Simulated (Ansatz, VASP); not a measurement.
## Re in VASP and in Ansatz

Contents of INCAR:

```
SYSTEM = Re
  ALGO = Normal
  EDIFF = 1E-6
  ENCUT = 520
  GGA = CA
  ISIF = 2
  ISMEAR = -1
  LASPH = .TRUE.
  LCHARG = .TRUE.
  LELF = .TRUE.
  LREAL = .FALSE.
  LVHAR = .TRUE.
  LWAVE = .FALSE.
  NBANDS = 22
  NELM = 100
  PREC = Accurate
  SIGMA = 0.05
```

File KPOINTS:

```
k-points
0
G
  11 11 3
  0 0 0
```

The input POSCAR:

```
Re
1.0
    2.7663873939      0.0000000000      0.0000000000
   -1.3831936969      2.3957617598      0.0000000000
    0.0000000000      0.0000000000      8.9388451600
Re
4
Direct
    0.6666666667      0.3333333333      0.7500000000
    0.0000000000      0.0000000000      0.5000000000
    0.3333333333      0.6666666667      0.2500000000
    0.0000000000      0.0000000000      0.0000000000
```

The input input.yaml:

```yaml
crystal:
  lattice:
    - [2.7663873939, 0.0, 0.0]
    - [-1.3831936969, 2.3957617598, 0.0]
    - [0.0, 0.0, 8.93884516]
  atoms:
    - { symbol: Re, position: [0.6666666667, 0.3333333333, 0.75] }
    - { symbol: Re, position: [0.0, 0.0, 0.5] }
    - { symbol: Re, position: [0.3333333333, 0.6666666667, 0.25] }
    - { symbol: Re, position: [0.0, 0.0, 0.0] }
hamiltonian:
  xc: lda
  pseudopotentials: { kind: paw }
kpoints:
  mp_grid: { grid: [11, 11, 3] }
  band_path:
    path:
      - [[0.0, 0.0, 0.0], [0.5, 0.0, 0.0], [0.3333333333, 0.3333333333, 0.0], [0.0, 0.0, 0.0], [0.0, 0.0, 0.5], [0.5, 0.0, 0.5], [0.3333333333, 0.3333333333, 0.5], [0.0, 0.0, 0.5]]
      - [[0.5, 0.0, 0.5], [0.5, 0.0, 0.0]]
      - [[0.3333333333, 0.3333333333, 0.0], [0.3333333333, 0.3333333333, 0.5]]
    npoints: 14
scf:
  occupations: { method: fermi_dirac, width: 0.05 }
  n_extra_bands: 10
output:
  forces: true
  stress: true
  eigenvalues: true
  fatbands: true
```

Alike in both runs: functional LDA; k mesh 11 × 11 × 3; occupations fermi-dirac, width 0.05 eV; no spin polarisation.

```csv
,VASP,Ansatz
version,VASP 6.6.1,Ansatz 0.2.0
potentials or method,"VASP PAW LDA potentials, release 64 (Re)",Ansatz PAW
plane-wave cutoff (eV),520,420
valence electrons in the cell,28,60
task,single point,band structure
```

Ansatz gave:

* gap on the k mesh at the Fermi level (eV): none
* pressure (GPa): -12.5
* traceless stress, the component that is largest in VASP (GPa): -0.10

Question: Which values does VASP return?

Answer: gap on the k mesh at the Fermi level (eV): none; pressure (GPa): -11.4; traceless stress, the component that is largest in VASP (GPa): -0.18.

LDA's correlation is that of Perdew and Zunger in VASP and of Perdew and Wang (1992) in Ansatz. A gap of «none» marks a metal or a gap that the smearing closes. VASP's potentials hold 28 valence electrons a cell and Ansatz's 60, so a difference there can come from the potentials and not from the codes.

Spin-orbit coupling is off throughout.
